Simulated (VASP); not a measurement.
# Ti (P6_3/mmc) in VASP: a series of runs

Ti is run at these levels: LDA; tasks: single point, relaxation of cell and atoms.

All numbers are computed with VASP 6.6.1; they aren't measurements. Logs are shortened: lines on timing, memory, paths and dates and some standing lists are left out, and cuts for length are marked.

### 1 The cell of the first run

The structure is hexagonal, space group P6_3/mmc (No. 194). Conventional cell: a = 2.864 Å, b = 2.864 Å, c = 4.533 Å, α = 90.00°, β = 90.00°, γ = 120.00°. Ti (site symmetry -6m2) has 12 Ti at 2.81 to 2.86 Å within 3.7 Å.

### 2 Single point, LDA

INCAR

```
PREC = Accurate
ENCUT = 520
EDIFF = 1E-7
ISMEAR = 0
SIGMA = 0.1
LREAL = False
LASPH = True
NELM = 60
ALGO = Normal
ISIF = 2
LWAVE = False
LCHARG = False
NBANDS = 19
```

KPOINTS

```
regular mesh
0
Gamma
  16 16 10
```

POSCAR

```
Ti
1.0
    2.8638345569      0.0000000000      0.0000000000
   -1.4319172784      2.4801534785      0.0000000000
    0.0000000000      0.0000000000      4.5332489150
Ti
2
Direct
    0.3333333333      0.6666666667      0.2500000000
    0.6666666667      0.3333333333      0.7500000000
```

Potentials or basis: VASP PAW LDA potentials, release 64 (Ti_sv).

Launch:

```console
cat potpaw_LDA.64/Ti_sv/POTCAR > POTCAR
mpirun -np 1 vasp_std > vasp.out
```

OUTCAR:

```text
PREC = Accurate
   ENCUT = 520
   EDIFF = 1E-7
   ISMEAR = 0
   LREAL = False
   LASPH = True
   NELM = 60
   ISIF = 2

 ion  position               nearest neighbor table
   1  0.333  0.667  0.250-   2 2.81   2 2.81   2 2.81   2 2.81   2 2.81   2 2.81
   2  0.667  0.333  0.750-   1 2.81   1 2.81   1 2.81   1 2.81   1 2.81   1 2.81

  LATTYP: Found a hexagonal cell.
 ALAT       =     2.8638345569
 C/A-ratio  =     1.5829297485

  Lattice vectors:

 A1 = (   2.8638345569,   0.0000000000,   0.0000000000)
 A2 = (  -1.4319172784,   2.4801534785,   0.0000000000)
 A3 = (   0.0000000000,   0.0000000000,   4.5332489150)

Analysis of symmetry for initial positions (statically):
=====================================================================
 Subroutine PRICEL returns:
 Original cell was already a primitive cell.

 Routine SETGRP: Setting up the symmetry group for a
 hexagonal supercell.

 Subroutine GETGRP returns: Found 24 space group operations
 (whereof 12 operations were pure point group operations)
 out of a pool of 24 trial point group operations.

The static configuration has the point symmetry D_3d.
 The point group associated with its full space group is D_6h.

Analysis of symmetry for dynamics (positions and initial velocities):
=====================================================================
 Subroutine PRICEL returns:
 Original cell was already a primitive cell.

 Routine SETGRP: Setting up the symmetry group for a
 hexagonal supercell.

 Subroutine GETGRP returns: Found 24 space group operations
 (whereof 12 operations were pure point group operations)
 out of a pool of 24 trial point group operations.

The dynamic configuration has the point symmetry D_3d.
 The point group associated with its full space group is D_6h.

 Subroutine INISYM returns: Found 24 space group operations
 (whereof 12 operations are pure point group operations),
 and found     1 'primitive' translations

----------------------------------------------------------------------------------------

                                     Primitive cell

  volume of cell :      32.1985

  direct lattice vectors                    reciprocal lattice vectors
     2.863834557  0.000000000  0.000000000     0.349182182  0.201600427  0.000000000
    -1.431917278  2.480153479  0.000000000     0.000000000  0.403200854  0.000000000
     0.000000000  0.000000000  4.533248915     0.000000000  0.000000000  0.220592343

  length of vectors
     2.863834557  2.863834557  4.533248915     0.403200854  0.403200854  0.220592343

  position of ions in fractional coordinates (direct lattice)
     0.333333333  0.666666667  0.250000000
     0.666666667  0.333333333  0.750000000

  ion indices of the primitive-cell ions
   primitive index   ion index
                 1           1
                 2           2

----------------------------------------------------------------------------------------

 KPOINTS: regular mesh

Automatic generation of k-mesh.
 Grid dimensions read from file:
 generate k-points for:   16   16   10

 Generating k-lattice:

  Cartesian coordinates                     Fractional coordinates (reciprocal lattice)
     0.021823886  0.012600027  0.000000000     0.062500000  0.000000000  0.000000000
     0.000000000  0.025200053  0.000000000     0.000000000  0.062500000  0.000000000
     0.000000000  0.000000000  0.022059234     0.000000000  0.000000000  0.100000000

  Length of vectors
     0.025200053  0.025200053  0.022059234

  Shift w.r.t. Gamma in fractional coordinates (k-lattice)
     0.000000000  0.000000000  0.000000000

 Subroutine IBZKPT returns following result:
 ===========================================

 Found    180 irreducible k-points:

 Following reciprocal coordinates:
            Coordinates               Weight
  0.000000  0.000000  0.000000      1.000000
  0.062500  0.000000  0.000000      6.000000
  0.125000  0.000000  0.000000      6.000000
  0.187500  0.000000  0.000000      6.000000
  0.250000  0.000000  0.000000      6.000000
  0.312500  0.000000  0.000000      6.000000
[... 16 lines left out ...]
  0.187500  0.187500  0.000000      6.000000
  0.250000  0.187500  0.000000     12.000000
 [... further k-points ...]
   k-points           NKPTS =    180   k-points in BZ     NKDIM =    180   number of bands    NBANDS=     19
   number of dos      NEDOS =    301   number of ions     NIONS =      2
   total plane-waves  NPLWV =  20736
   dimension x,y,z NGX =    24 NGY =   24 NGZ =   36
   dimension x,y,z NGXF=    48 NGYF=   48 NGZF=   72
   ions per type =               2
   NGX,Y,Z   is equivalent  to a cutoff of  13.93, 13.93, 13.20 a.u.
   NGXF,Y,Z  is equivalent  to a cutoff of  27.86, 27.86, 26.40 a.u.
 SYSTEM =  unknown system
   PREC   = accura    normal or accurate (medium, high low for compatibility)
   ISTART =      0    job   : 0-new  1-cont  2-samecut
   ICHARG =      2    charge: 1-file 2-atom 10-const
   ISPIN  =      1    spin polarized calculation?
   LNONCOLLINEAR =      F non collinear calculations
   LSORBIT =      F    spin-orbit coupling
   LASPH  =      T    aspherical Exc in radial PAW
   ENCUT  =  520.0 eV  38.22 Ry    6.18 a.u.   5.32  5.32  8.43*2*pi/ulx,y,z
   NELM   =     60;   NELMIN=  2; NELMDL= -5     # of ELM steps
   EDIFF  = 0.1E-06   stopping-criterion for ELM
   LREAL  =      F    real-space projection
   EDIFFG = 0.1E-05   stopping-criterion for IOM
   NSW    =      0    number of steps for IOM
   IBRION =     -1    ionic relax: 0-MD 1-quasi-New 2-CG
   NFREE  =      0    steps in history (QN), initial steepest desc. (CG)
   ISIF   =      2    stress and relaxation
   ISYM   =      2    0-nonsym 1-usesym 2-fastsym
   POTIM  = 0.5000    time-step for ionic-motion
   TEBEG  =    0.0;   TEEND  =   0.0 temperature during run
   PSTRESS=    0.0 pullay stress
   NELECT =      24.0000    total number of electrons
   NUPDOWN=      -1.0000    fix difference up-down
   EMIN   =  10.00;   EMAX   =-10.00  energy-range for DOS
   EFERMI =   0.00;   METHOD = LEGACY
   ISMEAR =     0;   SIGMA  =   0.10  broadening in eV -4-tet -1-fermi 0-gaus
   EFERMI_NEDOS =   21; number of points for ismear=-14 and -15
   IALGO  =     38    algorithm
   IMIX   =      4    mixing-type and parameters
     AMIX     =   0.40;   BMIX     =  1.00
     AMIX_MAG =   1.60;   BMIX_MAG =  1.00
  volume/ion in A,a.u.               =      16.10       108.64
  Fermi-wavevector in a.u.,A,eV,Ry     =   1.484339  2.804995 29.977221  2.203264
  Thomas-Fermi vector in A             =   2.597889
   LORBIT       =      0    0 simple, 1 ext, 2 COOP (PROOUT), +10 PAW based schemes
   GGA     = CA    functional components
   LHFCALC =     F    Hartree Fock is set to
   AEXX    =    0.0000 exact exchange contribution
   IVDW    =     0    specifies the selected vdW correction
   LEPSILON=     F    determine dielectric tensor
   LRPA    =     F    only Hartree local field effects (RPA)
 non-spin polarized calculation
 Gauss-broadening in eV      SIGMA  =   0.10
  energy-cutoff  :      520.00
  volume of cell :       32.20
 maximum number of plane-waves:       890
 NGX is ok and might be reduce to    24
   NGX = 11   NGY = 11   NGZ = 17

 number of electron      24.0000003 magnetization

 Free energy of the ion-electron system (eV)
  ---------------------------------------------------
  ext. energy  EPLUGINS =         0.00000000
  ---------------------------------------------------
  free energy    TOTEN  =       -17.10534805 eV

  energy without entropy =      -17.09574956  energy(sigma->0) =      -17.10054881

 E-fermi :   8.9255     XC(G=0): -12.1524

 val. band max:        8.9087957284   @ k =   0.0625   0.0000   0.5000
 cond. band min:       8.9389200331   @ k =   0.3750   0.2500   0.4000
 fundamental gap:      0.0301243048
 Fermi energy:         8.9254949269

 k-point     1 :       0.0000    0.0000    0.0000
  band No.  band energies     occupation
      1     -47.1308      2.00000
      2     -46.9343      2.00000
      3     -24.2080      2.00000
      4     -23.3723      2.00000
      5     -23.3723      2.00000
      6     -23.2753      2.00000
[... 11 lines left out ...]
     18      10.6278      0.00000
     19      12.3404      0.00000

 k-point     2 :       0.0625    0.0000    0.0000
  band No.  band energies     occupation
      1     -47.1252      2.00000
      2     -46.9322      2.00000
      3     -24.1967      2.00000
      4     -23.3958      2.00000
      5     -23.3802      2.00000
      6     -23.2800      2.00000
[... 11 lines left out ...]
     18      10.5584      0.00000
     19      12.3788      0.00000

 k-point     3 :       0.1250    0.0000    0.0000
  band No.  band energies     occupation
      1     -47.1093      2.00000
      2     -46.9261      2.00000
      3     -24.1636      2.00000
      4     -23.4630      2.00000
      5     -23.4021      2.00000
      6     -23.3350      2.00000
[... 11 lines left out ...]
     18      10.5591      0.00000
     19      12.4713      0.00000

 k-point     4 :       0.1875    0.0000    0.0000
  band No.  band energies     occupation
      1     -47.0849      2.00000
      2     -46.9175      2.00000
      3     -24.1114      2.00000
      4     -23.5641      2.00000
      5     -23.4354      2.00000
      6     -23.4338      2.00000
[... 11 lines left out ...]
     18      10.9105      0.00000
     19      12.5774      0.00000

 k-point     5 :       0.2500    0.0000    0.0000
  band No.  band energies     occupation
      1     -47.0548      2.00000
      2     -46.9084      2.00000
      3     -24.0443      2.00000
      4     -23.6843      2.00000
      5     -23.5500      2.00000
      6     -23.4699      2.00000
[... 11 lines left out ...]
     18      11.3543      0.00000
     19      12.6705      0.00000
[... 334 lines left out ...]
      2     -46.8979      2.00000
      3     -23.9504      2.00000
      4     -23.8054      2.00000
      5     -23.7965      2.00000
      6     -23.5974      2.00000
[... 11 lines left out ...]
     18      12.6983      0.00000
     19      13.5913      0.00000

 k-point    22 :       0.4375    0.1250    0.0000
  band No.  band energies     occupation
      1     -46.9535      2.00000
      2     -46.8994      2.00000
      3     -23.9721      2.00000
      4     -23.8092      2.00000
      5     -23.7778      2.00000
      6     -23.6093      2.00000
[... 11 lines left out ...]
     18      12.7028      0.00000
     19      14.0175      0.00000

 k-point    23 :       0.1875    0.1875    0.0000
  band No.  band energies     occupation
      1     -47.0152      2.00000
      2     -46.8997      2.00000
      3     -23.9501      2.00000
      4     -23.7412      2.00000
      5     -23.7320      2.00000
      6     -23.4989      2.00000
[... 11 lines left out ...]
     18      12.3584      0.00000
     19      12.6185      0.00000

 k-point    24 :       0.2500    0.1875    0.0000
  band No.  band energies     occupation
      1     -46.9872      2.00000
      2     -46.8967      2.00000
      3     -23.8773      2.00000
      4     -23.8319      2.00000
      5     -23.7675      2.00000
      6     -23.5554      2.00000
[... 11 lines left out ...]
     18      12.6157      0.00000
     19      12.9882      0.00000

 [... further k-points ...]

------------------------ aborting loop because EDIFF is reached ----------------------------------------

  FORCE on cell =-STRESS in cart. coord.  units (eV):
  Direction    XX          YY          ZZ          XY          YZ          ZX
  --------------------------------------------------------------------------------------
  -------------------------------------------------------------------------------------
  Total       -0.0395670     -0.0395670     -0.0324397     -0.0000000     -0.0000000      0.0000000
  in kB       -1.9688289     -1.9688289     -1.6141793     -0.0000000     -0.0000000      0.0000000
  external PRESSURE =      -1.8506124 kB  Pullay stress =       0.0000000 kB

 VOLUME and BASIS-vectors are now :
 -----------------------------------------------------------------------------
  energy-cutoff  :      520.00
  volume of cell :       32.20
      direct lattice vectors                 reciprocal lattice vectors
     2.863834557  0.000000000  0.000000000     0.349182182  0.201600427  0.000000000
    -1.431917278  2.480153479  0.000000000     0.000000000  0.403200854  0.000000000
     0.000000000  0.000000000  4.533248915     0.000000000  0.000000000  0.220592343

 POSITION                                       TOTAL-FORCE (eV/Angst)
 -----------------------------------------------------------------------------------
     -0.00000      1.65344      1.13331         0.000000     -0.000000      0.000000
      1.43192      0.82672      3.39994        -0.000000      0.000000      0.000000
 -----------------------------------------------------------------------------------
    total drift:                               -0.000000      0.000000     -0.000000

  FREE ENERGIE OF THE ION-ELECTRON SYSTEM (eV)
  ---------------------------------------------------
  free  energy   TOTEN  =       -17.1053480531 eV

  energy  without entropy=      -17.0957495590  energy(sigma->0) =      -17.10054881
```

Wall time 2.2 min (1 thread of Intel Xeon 8259CL, shared host); peak memory 0.21 GiB.

What came out:

```yaml
Free_energy: -17.1053 eV
Pressure: -0.2 GPa
Band_gap_on_the_k_mesh: zero (bands 12 and 13 overlap by 1.10 eV)
```

Levels at points of the mesh, in eV from the Fermi level:
| k point | band 9 | band 10 | band 11 | band 12 | band 13 | band 14 | band 15 | band 16 |
| --- | --- | --- | --- | --- | --- | --- | --- | --- |
| (0.00, 0.00, 0.00) | -6.30 | -2.88 | 0.77 | 0.77 | 0.92 | 1.11 | 1.33 | 1.33 |
| (0.50, 0.00, 0.00) | -2.43 | -2.40 | -2.06 | -0.47 | 0.43 | 0.68 | 1.27 | 3.65 |
| (0.00, 0.00, 0.50) | -4.34 | -4.34 | 0.08 | 0.08 | 0.67 | 0.67 | 0.67 | 0.67 |
| (0.50, 0.00, 0.50) | -2.75 | -2.75 | -0.92 | -0.92 | 1.61 | 1.61 | 1.83 | 1.83 |

### 3 Relaxation of cell and atoms, LDA

This run uses another cell than the first one, of 17.64 Å³/atom.

INCAR

```
SYSTEM = Ti
PREC = Accurate
ENCUT = 600
EDIFF = 1E-6
ISMEAR = 0
SIGMA = 0.1
LREAL = .FALSE.
LASPH = .TRUE.
NELM = 60
ALGO = Fast
ISIF = 3
LWAVE = .FALSE.
LCHARG = .FALSE.
IBRION = 2
NSW = 80
EDIFFG = -0.005
```

KPOINTS

```
Automatic mesh
0
G
  16 16 10
  0 0 0
```

POSCAR

```
Ti
1.0
    2.9500000000      0.0000000000      0.0000000000
   -1.4750000000      2.5547749412      0.0000000000
    0.0000000000      0.0000000000      4.6800000000
Ti
2
Direct
    0.3333333333      0.6666666667      0.2500000000
    0.6666666667      0.3333333333      0.7500000000
```

Potentials or basis: VASP PAW LDA potentials, release 64 (Ti_sv).

Launch:

```console
cat potpaw_LDA.64/Ti_sv/POTCAR > POTCAR
mpirun -np 1 vasp_std > vasp.out
```

Wall time 27 min (1 thread of Intel Xeon 8259CL, shared host); peak memory 0.25 GiB.

The run converged. Its results:

```yaml
Free_energy: -17.1058 eV
Relaxed_volume: 16.08 Å³/atom
Relaxed_cell: a = 2.862 Å, b = 2.862 Å, c = 4.533 Å, α = 90.00°, β = 90.00°, γ = 120.00°
Space_group_after_relaxing_to_0.1_Å: P6_3/mmc (No. 194)
Energy_gained_by_relaxing: 51.8 meV/atom
Ionic_steps: 6
Pressure_after_relaxing: 0.0 GPa
Band_gap_on_the_k_mesh: zero (bands 12 and 13 overlap by 1.10 eV)
```

Step by step:
```csv
step,energy change (eV),largest force (eV/Å),pressure (GPa),volume (Å³)
1,0.0000,0.0000,-10.13,35.27
2,-0.0336,0.0000,10.22,29.88
3,-0.1036,0.0000,-0.12,32.20
4,-0.1037,0.0000,-0.06,32.14
5,-0.1036,0.0000,0.19,32.08
6,-0.1037,0.0000,-0.02,32.16
```

Final structure:
```yaml
crystal:
  lattice:
    - [2.86235, 0.00000, 0.00000]
    - [-1.43118, 2.47887, 0.00000]
    - [0.00000, 0.00000, 4.53292]
  atoms:
    - { symbol: Ti, position: [0.33333, 0.66667, 0.25000] }
    - { symbol: Ti, position: [0.66667, 0.33333, 0.75000] }
```

Levels at points of the mesh, in eV from the Fermi level:
```csv
k point,band 10,band 11,band 12,band 13,band 14,band 15
"(0.00, 0.00, 0.00)",-2.88,0.78,0.78,0.92,1.11,1.33
"(0.50, 0.00, 0.00)",-2.40,-2.07,-0.47,0.44,0.68,1.27
"(0.00, 0.00, 0.50)",-4.34,0.08,0.08,0.67,0.67,0.67
"(0.50, 0.00, 0.50)",-2.76,-0.93,-0.93,1.61,1.61,1.83
```
